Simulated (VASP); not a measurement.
# CoSi2 in VASP: further runs

Runs on CoSi2. Level: PBEsol. Tasks: single point.

Program: VASP 6.6.1. These are calculated values, not measurements. Logs are shortened: lines on timing, memory, paths and dates and some standing lists are left out, and cuts for length are marked.

### Step 1. The cell of the first run

The cell holds a slab with vacuum, 12 atoms: a = 3.757 Å, b = 3.757 Å, c = 25.735 Å, α = 90.00°, β = 90.00°, γ = 120.00°.

### Step 2. Single point, PBEsol

File INCAR:

```
SYSTEM = CoSi2
  PREC = Accurate
  ENCUT = 520
  EDIFF = 1E-6
  ISMEAR = 0
  SIGMA = 0.1
  LREAL = .FALSE.
  LASPH = .TRUE.
  NELM = 80
  ALGO = Normal
  ISIF = 2
  LWAVE = .FALSE.
  LCHARG = .TRUE.
  LDIPOL = .TRUE.
  IDIPOL = 3
  DIPOL = 0.5 0.5 0.500
  GGA = PS
  LELF = .TRUE.
  LVHAR = .TRUE.
  LVACPOTAV = .TRUE.
  NBANDS = 46
```

File KPOINTS:

```
Automatic mesh
0
G
  9 9 1
  0 0 0
```

File POSCAR:

```
CoSi2
1.0
    3.7565103795      0.0000000000      0.0000000000
   -1.8782551897      3.2532334182      0.0000000000
    0.0000000000      0.0000000000     25.7351225838
Si Co
8 4
Direct
    0.0000000000      0.0000000000      0.2914305139
    0.3333333333      0.6666666667      0.3510217956
    0.6666666667      0.3333333333      0.4106130774
    0.0000000000      0.0000000000      0.4702043591
    0.3333333333      0.6666666667      0.5297956409
    0.6666666667      0.3333333333      0.5893869226
    0.0000000000      0.0000000000      0.6489782044
    0.3333333333      0.6666666667      0.7085694861
    0.6666666667      0.3333333333      0.3212261548
    0.3333333333      0.6666666667      0.4404087183
    0.0000000000      0.0000000000      0.5595912817
    0.6666666667      0.3333333333      0.6787738452
```

Potentials or basis: VASP PAW PBE potentials, release 64 (Si, Co).

The run is started by

```
> cat potpaw_PBE.64/Si/POTCAR potpaw_PBE.64/Co/POTCAR > POTCAR
> mpirun -np 1 vasp_std > vasp.out
```

OUTCAR:

```text
SYSTEM = CoSi2
   PREC = Accurate
   ENCUT = 520
   EDIFF = 1E-6
   ISMEAR = 0
   LREAL = .FALSE.
   LASPH = .TRUE.
   NELM = 80
   ISIF = 2
   GGA = PS

 ion  position               nearest neighbor table
   1  0.000  0.000  0.291-   9 2.30   9 2.30   9 2.30   2 2.66   2 2.66   2 2.66
   2  0.333  0.667  0.351-   9 2.30   9 2.30   9 2.30  10 2.30   1 2.66   1 2.66   1 2.66   3 2.66
                             3 2.66   3 2.66
   3  0.667  0.333  0.411-   9 2.30  10 2.30  10 2.30  10 2.30   4 2.66   4 2.66   4 2.66   2 2.66
                             2 2.66   2 2.66
   4  0.000  0.000  0.470-  10 2.30  10 2.30  10 2.30  11 2.30   3 2.66   3 2.66   3 2.66   5 2.66
                             5 2.66   5 2.66
   5  0.333  0.667  0.530-  11 2.30  11 2.30  11 2.30  10 2.30   6 2.66   6 2.66   6 2.66   4 2.66
                             4 2.66   4 2.66
   6  0.667  0.333  0.589-  12 2.30  11 2.30  11 2.30  11 2.30   5 2.66   5 2.66   5 2.66   7 2.66
                             7 2.66   7 2.66
   7  0.000  0.000  0.649-  12 2.30  12 2.30  12 2.30  11 2.30   8 2.66   8 2.66   8 2.66   6 2.66
                             6 2.66   6 2.66
   8  0.333  0.667  0.709-  12 2.30  12 2.30  12 2.30   7 2.66   7 2.66   7 2.66
   9  0.667  0.333  0.321-   2 2.30   2 2.30   3 2.30   2 2.30   1 2.30   1 2.30   1 2.30
  10  0.333  0.667  0.440-   4 2.30   4 2.30   4 2.30   5 2.30   3 2.30   3 2.30   3 2.30   2 2.30

  11  0.000  0.000  0.560-   5 2.30   5 2.30   5 2.30   4 2.30   6 2.30   6 2.30   6 2.30   7 2.30

  12  0.667  0.333  0.679-   7 2.30   7 2.30   7 2.30   6 2.30   8 2.30   8 2.30   8 2.30

  LATTYP: Found a hexagonal cell.
 ALAT       =     3.7565103795
 C/A-ratio  =     6.8508056637

  Lattice vectors:

 A1 = (   3.7565103795,   0.0000000000,   0.0000000000)
 A2 = (  -1.8782551897,   3.2532334182,   0.0000000000)
 A3 = (   0.0000000000,   0.0000000000,  25.7351225838)

Analysis of symmetry for initial positions (statically):
=====================================================================
 Subroutine PRICEL returns:
 Original cell was already a primitive cell.

 Routine SETGRP: Setting up the symmetry group for a
 hexagonal supercell.

 Subroutine GETGRP returns: Found 12 space group operations
 (whereof  6 operations were pure point group operations)
 out of a pool of 24 trial point group operations.

The static configuration has the point symmetry C_3v.
 The point group associated with its full space group is D_3d.

Analysis of symmetry for dynamics (positions and initial velocities):
=====================================================================
 Subroutine PRICEL returns:
 Original cell was already a primitive cell.

[... 136 lines left out ...]
  volume/ion in A,a.u.               =      26.21       176.86
  Fermi-wavevector in a.u.,A,eV,Ry     =   0.982583  1.856812 13.136000  0.965469
  Thomas-Fermi vector in A             =   2.113676
   LORBIT       =      0    0 simple, 1 ext, 2 COOP (PROOUT), +10 PAW based schemes
   GGA     = PS    functional components
   LHFCALC =     F    Hartree Fock is set to
   AEXX    =    0.0000 exact exchange contribution
   IVDW    =     0    specifies the selected vdW correction
   LEPSILON=     F    determine dielectric tensor
   LRPA    =     F    only Hartree local field effects (RPA)
 non-spin polarized calculation
 Gauss-broadening in eV      SIGMA  =   0.10
  energy-cutoff  :      520.00
  volume of cell :      314.50
 maximum number of plane-waves:      8513
 NGX is ok and might be reduce to    28
   NGX = 13   NGY = 13   NGZ = 95

 dipolmoment           0.000000      0.000000      0.000000 electrons x Angstroem

 number of electron      67.9999999 magnetization

 dipolmoment           0.000000      0.000000     -0.000001 electrons x Angstroem

 Free energy of the ion-electron system (eV)
  ---------------------------------------------------
  ext. energy  EPLUGINS =         0.00000000
  ---------------------------------------------------
  free energy    TOTEN  =       -81.21757794 eV

  energy without entropy =      -81.17903435  energy(sigma->0) =      -81.19830614

 E-fermi :   2.3023     XC(G=0):  -6.4524

 val. band max:        2.2755028964   @ k =   0.2222   0.1111   0.0000
 cond. band min:       2.3180839597   @ k =   0.3333   0.0000   0.0000
 fundamental gap:      0.0425810633
 Fermi energy:         2.3023117513

 k-point     1 :       0.0000    0.0000    0.0000
  band No.  band energies     occupation
      1     -10.7569      2.00000
      2     -10.0643      2.00000
      3      -9.0448      2.00000
      4      -7.8829      2.00000
      5      -5.9424      2.00000
      6      -4.3118      2.00000
[... 577 lines left out ...]
     45       7.6844      0.00000
     46       7.6844      0.00000

------------------------ aborting loop because EDIFF is reached ----------------------------------------

  FORCE on cell =-STRESS in cart. coord.  units (eV):
  Direction    XX          YY          ZZ          XY          YZ          ZX
  --------------------------------------------------------------------------------------
  -------------------------------------------------------------------------------------
  Total       -2.5990545     -2.5990545     -1.8376604     -0.0000000      0.0000000     -0.0000000
  in kB      -13.2403635    -13.2403635     -9.3615934     -0.0000000      0.0000000     -0.0000000
  external PRESSURE =     -11.9474401 kB  Pullay stress =       0.0000000 kB

 VOLUME and BASIS-vectors are now :
 -----------------------------------------------------------------------------
  energy-cutoff  :      520.00
  volume of cell :      314.50
      direct lattice vectors                 reciprocal lattice vectors
     3.756510379  0.000000000  0.000000000     0.266204509  0.153693245  0.000000000
    -1.878255190  3.253233418  0.000000000     0.000000000  0.307386490  0.000000000
     0.000000000  0.000000000 25.735122584     0.000000000  0.000000000  0.038857402

 POSITION                                       TOTAL-FORCE (eV/Angst)
 -----------------------------------------------------------------------------------
      0.00000      0.00000      7.50000        -0.000000     -0.000000      0.652415
     -0.00000      2.16882      9.03359        -0.000000      0.000000     -0.118602
      1.87826      1.08441     10.56718         0.000000     -0.000000     -0.223712
      0.00000      0.00000     12.10077        -0.000000      0.000000     -0.095810
     -0.00000      2.16882     13.63436         0.000000     -0.000000      0.095810
      1.87826      1.08441     15.16794        -0.000000      0.000000      0.223712
      0.00000      0.00000     16.70153        -0.000000      0.000000      0.118602
     -0.00000      2.16882     18.23512         0.000000      0.000000     -0.652415
      1.87826      1.08441      8.26679         0.000000      0.000000     -0.398661
     -0.00000      2.16882     11.33397        -0.000000      0.000000      0.186003
      0.00000      0.00000     14.40115         0.000000      0.000000     -0.186003
      1.87826      1.08441     17.46833        -0.000000      0.000000      0.398661
 -----------------------------------------------------------------------------------
    total drift:                                0.000000     -0.000000     -0.000061

  FREE ENERGIE OF THE ION-ELECTRON SYSTEM (eV)
  ---------------------------------------------------
  free  energy   TOTEN  =       -81.2175779371 eV

  energy  without entropy=      -81.1790343528  energy(sigma->0) =      -81.19830614

 vacuum level on the upper side and lower side of the slab         7.280         7.280
```

OSZICAR:

```text
N       E                     dE             d eps       ncg     rms          rms(c)
DAV:   1     0.484571608739E+03    0.48457E+03   -0.27012E+04  1104   0.132E+03
DAV:   2    -0.398578493381E+02   -0.52443E+03   -0.50207E+03  1184   0.317E+02
DAV:   3    -0.862770976056E+02   -0.46419E+02   -0.44905E+02  1306   0.123E+02
[... 21 lines left out ...]
DAV:  25    -0.812175597569E+02   -0.33166E-04   -0.21933E-06  1022   0.608E-03    0.563E-03
DAV:  26    -0.812175734911E+02   -0.13734E-04   -0.11507E-06  1008   0.410E-03    0.272E-03
DAV:  27    -0.812175754856E+02   -0.19945E-05   -0.12278E-07   874   0.223E-03    0.193E-03
DAV:  28    -0.812175771372E+02   -0.16516E-05   -0.12329E-07   842   0.234E-03    0.972E-04
DAV:  29    -0.812175779371E+02   -0.79993E-06   -0.70850E-08   784   0.115E-03
   1 F= -.81217578E+02 E0= -.81198306E+02  d E =-.385436E-01
```

stdout:

```text
POSCAR found type information on POSCAR SiCo
 POSCAR found :  2 types and      12 ions
 scaLAPACK will be used
 -----------------------------------------------------------------------------
[... 23 lines left out ...]
|     Did not find any points to average over, which means that no vacuum     |
|     field-free region was found. Please increase the size of  your cell     |
|     in the dimension of the dipole correction to obtain accurate            |
|     workfunction values.                                                    |
|                                                                             |
 -----------------------------------------------------------------------------
```

It took 14 min on 1 thread of Intel Xeon 8259CL, shared host; peak memory 0.43 GiB.

Results:

- Free energy: -81.2176 eV
- Largest force: 0.652 eV/Å
- Band gap on the k mesh: zero (bands 34 and 35 overlap by 2.71 eV)

Forces in eV/Å, atoms in the order of the input:
```
Si   0.000  0.000  0.652
Si   0.000  0.000 -0.119
Si   0.000  0.000 -0.224
Si   0.000  0.000 -0.096
Si   0.000  0.000  0.096
Si   0.000  0.000  0.224
Si   0.000  0.000  0.119
Si   0.000  0.000 -0.652
Co   0.000  0.000 -0.399
Co   0.000  0.000  0.186
Co   0.000  0.000 -0.186
Co   0.000  0.000  0.399
```

Levels at points of the mesh, in eV from the Fermi level:
| k point | band 31 | band 32 | band 33 | band 34 | band 35 | band 36 | band 37 | band 38 |
| --- | --- | --- | --- | --- | --- | --- | --- | --- |
| (0.00, 0.00, 0.00) | 1.16 | 1.16 | 1.76 | 2.25 | 2.25 | 2.44 | 2.69 | 2.97 |

Caveat: the PAW data sets were made with another functional, which shifts forces and pressure a little; the run has no spin polarisation, though such a crystal can be magnetic. Spin polarisation is off, so any magnetic state and its effect on volume and gap are missing.

### Step 3. Single point, PBEsol

File INCAR:

```
ALGO     = Normal         # electronic algorithm
DIPOL    = 0.5 0.5 0.500
EDIFF    = 1E-6           # SCF threshold, eV
ENCUT    = 520            # plane-wave cutoff, eV
GGA      = PS             # functional
IDIPOL   = 3            
ISIF     = 2              # what is computed and relaxed
ISMEAR   = 0              # smearing method
LASPH    = True           # aspherical terms in the spheres
LCHARG   = False          # write CHGCAR
LDIPOL   = True         
LREAL    = False          # projectors in reciprocal space
LWAVE    = False          # write WAVECAR
NBANDS   = 46             # bands
NELM     = 100            # most SCF steps
PREC     = Accurate       # precision mode
SIGMA    = 0.1            # smearing width, eV
```

File KPOINTS:

```
k-points
0
Gamma
  9 9 1
```

File POSCAR:

```
CoSi2
1.0
    3.7565103795      0.0000000000      0.0000000000
   -1.8782551897      3.2532334182      0.0000000000
    0.0000000000      0.0000000000     25.7351225838
Si Co
8 4
Direct
    0.0000000000      0.0000000000      0.2967035197
    0.3333333333      0.6666666667      0.3515306355
    0.6666666667      0.3333333333      0.4108269493
    0.0000000000      0.0000000000      0.4694590936
    0.3333333333      0.6666666667      0.5305409052
    0.6666666667      0.3333333333      0.5891730509
    0.0000000000      0.0000000000      0.6484693648
    0.3333333333      0.6666666667      0.7032964811
    0.6666666667      0.3333333333      0.3223910532
    0.3333333333      0.6666666667      0.4412272537
    0.0000000000      0.0000000000      0.5587727461
    0.6666666667      0.3333333333      0.6776089467
```

Potentials or basis: VASP PAW PBE potentials, release 64 (Si, Co).

The run is started by

```
> cat potpaw_PBE.64/Si/POTCAR potpaw_PBE.64/Co/POTCAR > POTCAR
> mpirun -np 1 vasp_std > vasp.out
```

OUTCAR:

```text
EDIFF = 1E-6
   ENCUT = 520
   GGA = PS
   ISIF = 2
   ISMEAR = 0
   LASPH = True
   LREAL = False
   NELM = 100
   PREC = Accurate

 ion  position               nearest neighbor table
   1  0.000  0.000  0.297-   9 2.27   9 2.27   9 2.27   2 2.59   2 2.59   2 2.59
   2  0.333  0.667  0.352-   9 2.29   9 2.29   9 2.29  10 2.31   1 2.59   1 2.59   1 2.59   3 2.65
                             3 2.65   3 2.65
   3  0.667  0.333  0.411-   9 2.28  10 2.31  10 2.31  10 2.31   4 2.64   4 2.64   4 2.64   2 2.65
                             2 2.65   2 2.65
   4  0.000  0.000  0.469-  10 2.29  10 2.29  10 2.29  11 2.30   3 2.64   3 2.64   3 2.64   5 2.68
                             5 2.68   5 2.68
   5  0.333  0.667  0.531-  11 2.29  11 2.29  11 2.29  10 2.30   6 2.64   6 2.64   6 2.64   4 2.68
                             4 2.68   4 2.68
   6  0.667  0.333  0.589-  12 2.28  11 2.31  11 2.31  11 2.31   5 2.64   5 2.64   5 2.64   7 2.65
                             7 2.65   7 2.65
   7  0.000  0.000  0.648-  12 2.29  12 2.29  12 2.29  11 2.31   8 2.59   8 2.59   8 2.59   6 2.65
                             6 2.65   6 2.65
   8  0.333  0.667  0.703-  12 2.27  12 2.27  12 2.27   7 2.59   7 2.59   7 2.59
   9  0.667  0.333  0.322-   1 2.27   1 2.27   1 2.27   3 2.28   2 2.29   2 2.29   2 2.29
[... 805 lines left out ...]
  --------------------------------------------------------------------------------------
  -------------------------------------------------------------------------------------
  Total        0.2180345      0.2180345      0.2241522      0.0000000      0.0000000     -0.0000000
  in kB        1.1107333      1.1107333      1.1418985      0.0000000      0.0000000     -0.0000000
  external PRESSURE =       1.1211217 kB  Pullay stress =       0.0000000 kB

 VOLUME and BASIS-vectors are now :
 -----------------------------------------------------------------------------
  energy-cutoff  :      520.00
  volume of cell :      314.50
      direct lattice vectors                 reciprocal lattice vectors
     3.756510379  0.000000000  0.000000000     0.266204509  0.153693245  0.000000000
    -1.878255190  3.253233418  0.000000000     0.000000000  0.307386490  0.000000000
     0.000000000  0.000000000 25.735122584     0.000000000  0.000000000  0.038857402

 POSITION                                       TOTAL-FORCE (eV/Angst)
 -----------------------------------------------------------------------------------
      0.00000      0.00000      7.63570        -0.000000      0.000000     -0.009860
     -0.00000      2.16882      9.04668         0.000000     -0.000000     -0.007480
      1.87826      1.08441     10.57268        -0.000000     -0.000000      0.007969
      0.00000      0.00000     12.08159        -0.000000     -0.000000     -0.001883
     -0.00000      2.16882     13.65354         0.000000      0.000000      0.001883
      1.87826      1.08441     15.16244         0.000000     -0.000000     -0.007969
      0.00000      0.00000     16.68844        -0.000000      0.000000      0.007480
     -0.00000      2.16882     18.09942         0.000000     -0.000000      0.009860
      1.87826      1.08441      8.29677         0.000000     -0.000000     -0.011639
     -0.00000      2.16882     11.35504         0.000000     -0.000000     -0.004293
      0.00000      0.00000     14.38009         0.000000     -0.000000      0.004293
      1.87826      1.08441     17.43835        -0.000000      0.000000      0.011639
 -----------------------------------------------------------------------------------
    total drift:                                0.000000     -0.000000      0.000022

  FREE ENERGIE OF THE ION-ELECTRON SYSTEM (eV)
  ---------------------------------------------------
  free  energy   TOTEN  =       -81.2975747454 eV

  energy  without entropy=      -81.2637656897  energy(sigma->0) =      -81.28067022

 vacuum level on the upper side and lower side of the slab         7.210         7.210
```

stdout:

```text
POSCAR found type information on POSCAR SiCo
 POSCAR found :  2 types and      12 ions
 scaLAPACK will be used
 -----------------------------------------------------------------------------
|                                                                             |
|                                                                             |
|     You enforced a specific xc type in the INCAR file but a different       |
|     I HOPE YOU KNOW WHAT YOU ARE DOING!                                     |
|                                                                             |
 -----------------------------------------------------------------------------

 LDA part: xc-table for (Slater+PW92), standard interpolation
 POSCAR, INCAR and KPOINTS ok, starting setup
 FFT: planning ... GRIDC
 FFT: planning ... GRID_SOFT
 FFT: planning ... GRID
 WAVECAR not read
 entering main loop
```

It took 13 min on 1 thread of Intel Xeon 8259CL, shared host; peak memory 0.43 GiB.

Results:

| Quantity | Value |
| --- | --- |
| Free energy | -81.2976 eV |
| Largest force | 0.012 eV/Å |
| Band gap on the k mesh | zero (bands 34 and 35 overlap by 2.61 eV) |

Forces in eV/Å, atoms in the order of the input:
```
Si   0.000  0.000 -0.010
Si   0.000  0.000 -0.007
Si   0.000  0.000  0.008
Si   0.000  0.000 -0.002
Si   0.000  0.000  0.002
Si   0.000  0.000 -0.008
Si   0.000  0.000  0.007
Si   0.000  0.000  0.010
Co   0.000  0.000 -0.012
Co   0.000  0.000 -0.004
Co   0.000  0.000  0.004
Co   0.000  0.000  0.012
```

Levels at points of the mesh, in eV from the Fermi level:
```
           k point  band 30  band 31  band 32  band 33  band 34  band 35  band 36  band 37  band 38  band 39
(0.00, 0.00, 0.00)     0.66     1.05     1.05     1.78     2.13     2.13     2.46     2.76     2.84     2.84
```

Caveat: the PAW data sets were made with another functional, which shifts forces and pressure a little; the run has no spin polarisation, though such a crystal can be magnetic. Spin polarisation is off, so any magnetic state and its effect on volume and gap are missing.
